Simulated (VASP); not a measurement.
CdSe:

```
Cd Se
1.0
     4.30000    0.00000    0.00000
    -2.15000    3.72391    0.00000
     0.00000    0.00000    7.02000
Cd Se
2 2
Direct
  0.66667 0.33333 0.50000
  0.33333 0.66667 0.00000
  0.66667 0.33333 0.88500
  0.33333 0.66667 0.38500
```

* Program: VASP 6.6.1
* Task: relaxation of cell and atoms
* Functional: PBE
* Potentials or basis: VASP PAW PBE potentials, release 64 (Cd, Se)
* Cutoff: 600 eV
* k mesh: 7 × 7 × 4
* Occupations: fermi-dirac, width 0.05 eV
* Spin: no spin polarisation

At the start: pressure 3.3 GPa; volume 28.10 Å³/atom.

Task: Where does the relaxation end?

Result: Over 9 steps the energy falls by 21.9 meV/atom and the volume is 29.93 Å³/atom (+6.5 %); space group P6_3mc (No. 186, to 0.1 Å) before and after.

The path:
| step | energy change (eV) | largest force (eV/Å) | pressure (GPa) | volume (Å³) |
| --- | --- | --- | --- | --- |
| 1 | 0.0000 | 0.2912 | 3.30 | 112.41 |
| 2 | -0.0773 | 0.0483 | -0.87 | 122.07 |
| 3 | -0.0836 | 0.0924 | -0.07 | 119.80 |
| 4 | -0.0836 | 0.0892 | -0.13 | 119.95 |
| 5 | -0.0850 | 0.0562 | -0.06 | 119.77 |
| 6 | -0.0858 | 0.0075 | 0.03 | 119.52 |
| 7 | -0.0870 | 0.0091 | 0.04 | 119.50 |
| 8 | -0.0878 | 0.0116 | 0.06 | 119.45 |
| 9 | -0.0878 | 0.0002 | -0.04 | 119.71 |

Final structure:
```
CELL_PARAMETERS angstrom
4.39110 0.00000 0.00000
-2.19555 3.80280 0.00000
0.00000 0.00000 7.16902
ATOMIC_POSITIONS crystal
Cd 0.66667 0.33333 0.50465
Cd 0.33333 0.66667 0.00465
Se 0.66667 0.33333 0.88035
Se 0.33333 0.66667 0.38035
```
